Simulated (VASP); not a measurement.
# WS2 (C2/c) in VASP: notebook, part 2 of 2

VASP 6.6.1. Earlier steps stand in the parts before.

## (4) Single point, PBEsol (atoms displaced along a vibrational mode)

The input, INCAR:

```
SYSTEM = WS2
PREC     = Accurate       ! precision mode
ENCUT    = 520            ! plane-wave cutoff, eV
EDIFF    = 1E-6           ! SCF threshold, eV
ISMEAR   = 0              ! smearing method
SIGMA    = 0.05           ! smearing width, eV
LREAL    = .False.        ! projectors in reciprocal space
LASPH    = .True.         ! aspherical terms in the spheres
NELM     = 80             ! most SCF steps
ALGO     = Normal         ! electronic algorithm
ISIF     = 2              ! what is computed and relaxed
LWAVE    = .False.        ! write WAVECAR
LCHARG   = .False.        ! write CHGCAR
GGA      = PS             ! functional
NBANDS   = 35             ! bands
```

The input, KPOINTS:

```
regular mesh
0
Gamma
  12 12 2
  0 0 0
```

The input, POSCAR:

```
WS2
1.0
    3.1461313781      0.0000000000      0.0000000000
   -1.5730656891      2.7246296971      0.0000000000
    0.0000000000      0.0000000000     12.6917314098
W S
2 4
Direct
    0.3333333333      0.6666666667      0.2500000000
    0.6666666667      0.3333333333      0.7500000000
    0.3571721344      0.6666666667      0.6264891170
    0.6905054677      0.3333333333      0.1264891170
    0.3094945323      0.6666666667      0.8735108830
    0.6428278656      0.3333333333      0.3735108830
```

Potentials or basis: VASP PAW PBE potentials, release 64 (W_sv, S).

On the command line:

```console
$ cat potpaw_PBE.64/W_sv/POTCAR potpaw_PBE.64/S/POTCAR > POTCAR
$ mpirun -np 1 vasp_std > vasp.out
```

OUTCAR:

```text
SYSTEM = WS2
   PREC = Accurate
   ENCUT = 520
   EDIFF = 1E-6
   ISMEAR = 0
   LREAL = .False.
   LASPH = .True.
   NELM = 80
   ISIF = 2
   GGA = PS

 ion  position               nearest neighbor table
   1  0.333  0.667  0.250-   4 2.35   6 2.35   6 2.40   4 2.40   6 2.45   4 2.45
   2  0.667  0.333  0.750-   5 2.35   3 2.35   3 2.40   5 2.40   3 2.45   5 2.45
   3  0.357  0.667  0.626-   2 2.35   2 2.40   2 2.45
   4  0.691  0.333  0.126-   1 2.35   1 2.40   1 2.45
   5  0.309  0.667  0.874-   2 2.35   2 2.40   2 2.45
   6  0.643  0.333  0.374-   1 2.35   1 2.40   1 2.45

  LATTYP: Found a hexagonal cell.
 ALAT       =     3.1461313781
 C/A-ratio  =     4.0340754675

  Lattice vectors:

 A1 = (   3.1461313781,   0.0000000000,   0.0000000000)
 A2 = (  -1.5730656891,   2.7246296971,   0.0000000000)
 A3 = (   0.0000000000,   0.0000000000,  12.6917314098)

Analysis of symmetry for initial positions (statically):
=====================================================================
 Subroutine PRICEL returns:
 Original cell was already a primitive cell.

 Routine SETGRP: Setting up the symmetry group for a
[... 182 lines left out ...]
 fundamental gap:      1.0946968352
 Fermi energy:         7.4312384714

 k-point     1 :       0.0000    0.0000    0.0000
  band No.  band energies     occupation
      1     -67.4492      2.00000
      2     -67.4492      2.00000
      3     -31.7303      2.00000
      4     -31.7302      2.00000
      5     -31.5361      2.00000
      6     -31.5361      2.00000
[... 901 lines left out ...]
     34      11.4718      0.00000
     35      12.5719      0.00000

 [... further k-points ...]

------------------------ aborting loop because EDIFF is reached ----------------------------------------

  FORCE on cell =-STRESS in cart. coord.  units (eV):
  Direction    XX          YY          ZZ          XY          YZ          ZX
  --------------------------------------------------------------------------------------
  -------------------------------------------------------------------------------------
  Total        0.2327471      0.2161253      0.5825499     -0.0000000      0.0000000      4.7290595
  in kB        3.4275955      3.1828126      8.5790369     -0.0000000      0.0000000     69.6434300
  external PRESSURE =       5.0631483 kB  Pullay stress =       0.0000000 kB

 VOLUME and BASIS-vectors are now :
 -----------------------------------------------------------------------------
  energy-cutoff  :      520.00
  volume of cell :      108.79
      direct lattice vectors                 reciprocal lattice vectors
     3.146131378  0.000000000  0.000000000     0.317850681  0.183511176  0.000000000
    -1.573065689  2.724629697  0.000000000     0.000000000  0.367022352  0.000000000
     0.000000000  0.000000000 12.691731410     0.000000000  0.000000000  0.078791456

 POSITION                                       TOTAL-FORCE (eV/Angst)
 -----------------------------------------------------------------------------------
     -0.00000      1.81642      3.17293        -0.000000      0.094143      0.000000
      1.57307      0.90821      9.51880         0.000000     -0.094143     -0.000000
      0.07500      1.81642      7.95123        -0.772745      0.047691     -0.094255
      1.64807      0.90821      1.60537        -0.772745     -0.047691     -0.094255
     -0.07500      1.81642     11.08637         0.772745      0.047691      0.094255
      1.49807      0.90821      4.74050         0.772745     -0.047691      0.094255
 -----------------------------------------------------------------------------------
    total drift:                               -0.000000      0.000000     -0.000000

  FREE ENERGIE OF THE ION-ELECTRON SYSTEM (eV)
  ---------------------------------------------------
  free  energy   TOTEN  =       -50.4380500981 eV

  energy  without entropy=      -50.4380500981  energy(sigma->0) =      -50.43805010
```

OSZICAR:

```text
N       E                     dE             d eps       ncg     rms          rms(c)
DAV:   1     0.508982319731E+03    0.50898E+03   -0.28413E+04  6572   0.148E+03
DAV:   2    -0.202523136490E+02   -0.52923E+03   -0.51135E+03  6978   0.408E+02
DAV:   3    -0.521989589849E+02   -0.31947E+02   -0.31416E+02  7452   0.958E+01
DAV:   4    -0.529931527563E+02   -0.79419E+00   -0.78966E+00  7358   0.157E+01
DAV:   5    -0.530095153507E+02   -0.16363E-01   -0.16354E-01  7229   0.240E+00    0.398E+01
DAV:   6    -0.508153949417E+02    0.21941E+01   -0.72318E+00  6900   0.182E+01    0.167E+01
DAV:   7    -0.505791993437E+02    0.23620E+00   -0.24222E+00  6548   0.792E+00    0.648E+00
DAV:   8    -0.504399690505E+02    0.13923E+00   -0.38091E-01  6849   0.422E+00    0.207E+00
DAV:   9    -0.504408676041E+02   -0.89855E-03   -0.50392E-02  7488   0.113E+00    0.113E+00
DAV:  10    -0.504385734964E+02    0.22941E-02   -0.25125E-02  7119   0.103E+00    0.440E-01
DAV:  11    -0.504380509553E+02    0.52254E-03   -0.42059E-03  6591   0.401E-01    0.174E-01
DAV:  12    -0.504380325819E+02    0.18373E-04   -0.17371E-04  6774   0.784E-02    0.625E-02
DAV:  13    -0.504380475447E+02   -0.14963E-04   -0.23056E-05  6863   0.282E-02    0.421E-02
DAV:  14    -0.504380508388E+02   -0.32941E-05   -0.16110E-05  6356   0.226E-02    0.278E-02
DAV:  15    -0.504380500981E+02    0.74069E-06   -0.31476E-06  5442   0.127E-02
   1 F= -.50438050E+02 E0= -.50438050E+02  d E =-.162319E-38
```

stdout:

```text
POSCAR found type information on POSCAR W S
 POSCAR found :  2 types and       6 ions
 scaLAPACK will be used
 -----------------------------------------------------------------------------
|                                                                             |
|                                                                             |
|     You enforced a specific xc type in the INCAR file but a different       |
|     I HOPE YOU KNOW WHAT YOU ARE DOING!                                     |
|                                                                             |
 -----------------------------------------------------------------------------

 LDA part: xc-table for (Slater+PW92), standard interpolation
 POSCAR, INCAR and KPOINTS ok, starting setup
 FFT: planning ... GRIDC
 FFT: planning ... GRID_SOFT
 FFT: planning ... GRID
 WAVECAR not read
 entering main loop
```

It took 3.7 min on 1 thread of AMD EPYC 9R45 (Zen 5), shared host; peak memory 0.36 GiB.

What came out:

| Quantity | Value |
| --- | --- |
| Free energy | -50.4381 eV |
| Pressure | 0.5 GPa |
| Largest force | 0.780 eV/Å |
| Band gap on the k mesh | 1.09 eV (least direct gap 1.85 eV) |

Forces in eV/Å, atoms in the order of the input:
```
W    0.000  0.094  0.000
W    0.000 -0.094  0.000
S   -0.773  0.048 -0.094
S   -0.773 -0.048 -0.094
S    0.773  0.048  0.094
S    0.773 -0.048  0.094
```

Stress tensor (GPa, compression positive):
```
0.34 0.00 6.96
0.00 0.32 0.00
6.96 0.00 0.86
```

Caveat: the cell differs from its parent crystal (atoms displaced along a vibrational mode); the PAW data sets were made with another functional, which shifts forces and pressure a little; spin-orbit coupling is left out, which moves the levels of the heavy elements; this functional lacks dispersion, which binds layers or chains, so the pressure and a relaxed spacing across them are unreliable. A k mesh can miss the band edges.

## (5) Overview

```csv
cell,gap on the mesh (eV),pressure (GPa),largest force (eV/Å)
"as given, atomic positions A",1.11,0.2,0.31
"as given, atomic positions B",1.08,0.9,1.10
"as given, atomic positions C",1.09,0.5,0.78
```

Alike in all rows: task single point; level PBEsol; potentials or basis VASP PAW PBE potentials, release 64 (W_sv, S); no spin polarisation; k mesh 12 × 12 × 2; cutoff (eV) 520; smearing gaussian 0.05 eV.

Caveats: the PAW data sets were made with another functional, which shifts forces and pressure a little; spin-orbit coupling is left out, which moves the levels of the heavy elements; this functional lacks dispersion, which binds layers or chains, so the pressure and a relaxed spacing across them are unreliable.

Absolute energies hang on the potentials; compare differences alone.
